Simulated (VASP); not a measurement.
Write the native input for VASP 6.6.1 that does the following.

```yaml
Task: single point
Functional: PBE
Dispersion: D3(BJ)
Potentials_or_basis: VASP PAW PBE potentials, release 64 (Ti_sv, Si)
Cutoff: 520 eV
k_mesh: 6 × 6 × 6
Occupations: gaussian, width 0.1 eV
Spin: no spin polarisation
Hubbard_terms: Ti d U = 2.8 eV
Dipole_correction: no
Further_INCAR_settings: ALGO = Normal; EDIFF = 1e-07; NBANDS = 17
```

The structure of TiSi2 lies in POSCAR:

```
TiSi2
1.0
   -1.4728720000      1.7121300000      4.2120830000
    1.4728720000     -1.7121300000      4.2120830000
    1.4728720000      1.7121300000     -4.2120830000
Ti Si
1 2
Direct
    0.0000000000      0.0000000000      0.0000000000
    0.3299220000      0.3299220000      0.0000000000
    0.6700780000      0.6700780000      0.0000000000
```

These files were run (other wordings do the same):

INCAR

```
PREC = Accurate
ENCUT = 520
EDIFF = 1E-7
ISMEAR = 0
SIGMA = 0.1
LREAL = F
LASPH = T
NELM = 150
ALGO = Normal
ISIF = 2
LWAVE = F
LCHARG = F
LMAXMIX = 4
LDAU = T
LDAUTYPE = 2
LDAUL = 2 -1
LDAUU = 2.8 0
LDAUJ = 0 0
LDAUPRINT = 1
GGA = PE
IVDW = 12
NBANDS = 17
```

KPOINTS

```
Automatic mesh
0
Gamma
  6 6 6
```

Potentials or basis: VASP PAW PBE potentials, release 64 (Ti_sv, Si).

Run with:

```console
$ cat potpaw_PBE.64/Ti_sv/POTCAR potpaw_PBE.64/Si/POTCAR > POTCAR
$ mpirun -np 1 vasp_std > vasp.out
```

Results of the run:

The pressure is -2.6 GPa, the largest force is 0.299 eV/Å and the band gap on the k mesh is zero (band 10 reaches 11.58 eV, above the bottom of band 11 at 9.27 eV). The dispersion energy per atom is -0.531 eV.

Caveat: the k points lie up to 0.47 Å⁻¹ apart; U without spin polarisation on a metal has little footing; pairwise dispersion overbinds metals, which lowers pressure and volume; the U is typed as a test and isn't derived for this compound.

Wall time 22 s on 1 thread of Intel(R) Xeon(R) 6975P-C (Granite Rapids), on a shared host, peak memory 0.22 GiB.
